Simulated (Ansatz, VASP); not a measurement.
## Two plane-wave programs on Ag

```
CELL_PARAMETERS angstrom
5.76066 0.00000 0.00000
-2.88033 4.98888 0.00000
0.00000 0.00000 24.45656
ATOMIC_POSITIONS crystal
Ag 0.33333 0.16667 0.32711
Ag 0.33333 0.66667 0.32711
Ag 0.83333 0.16667 0.32711
Ag 0.83333 0.66667 0.32711
Ag 0.66630 0.33296 0.42358
Ag 0.66682 0.83300 0.42389
Ag 0.16658 0.33259 0.42377
Ag 0.16638 0.83320 0.42378
Ag 0.99939 0.49870 0.51975
Ag 0.99962 0.99957 0.52090
Ag 0.49975 0.49920 0.52051
Ag 0.49997 0.99956 0.52020
```

Alike in both runs: task single point; functional PBE; dispersion D3(BJ); k mesh 4 × 4 × 1; occupations gaussian, width 0.1 eV; no spin polarisation.

|  | VASP | Ansatz |
| --- | --- | --- |
| version | VASP 6.6.1 | Ansatz 0.2.0 |
| potentials or method | VASP PAW PBE potentials, release 64 (Ag), cutoff 520 eV | scalar-relativistic, plane waves, PAW |
| valence electrons in the cell | 132 | 228 |

Ansatz gave:

```
gap on the k mesh at the Fermi level (eV) : none
rms of the force components (eV/Å)        : 0.012
```

**Question.** Estimate VASP's values.

**Answer.** gap on the k mesh at the Fermi level (eV): none; rms of the force components (eV/Å): 0.011.

Atom by atom the forces differ by 0.002 eV/Å (rms over components). A gap of «none» marks a metal or a gap that the smearing closes. VASP's potentials hold 132 valence electrons a cell and Ansatz's 228, so a difference there can come from the potentials and not from the codes.
